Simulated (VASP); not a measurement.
NbTe:

```
Te Nb
1.0
     3.65293    0.00000    0.00000
    -1.82646    3.16353    0.00000
     0.00000    0.00000    3.64428
Te Nb
1 1
Direct
  0.66667 0.33333 0.00000
  0.00000 0.00000 0.50000
```

This cell differs from its parent crystal: volume scaled by 0.96.

Program: VASP 6.6.1. Alike in all runs: task single point; no spin polarisation; cell as given; k mesh 8 × 8 × 7; cutoff (eV) 520; smearing fermi-dirac 0.05 eV.

Order these runs on this cell by their pressure, lowest first.
A. level PBEsol; potentials or basis VASP PAW PBE potentials, release 64 (Te, Nb_sv)
B. level r2SCAN; potentials or basis VASP PAW PBE potentials, release 64 (Te, Nb_sv)
C. level LDA; potentials or basis VASP PAW LDA potentials, release 64 (Te, Nb_sv)

C (-2.7 GPa), A (-0.3 GPa), B (3.8 GPa).

Caveats: the PAW data sets were made with another functional, which shifts forces and pressure a little (some runs).
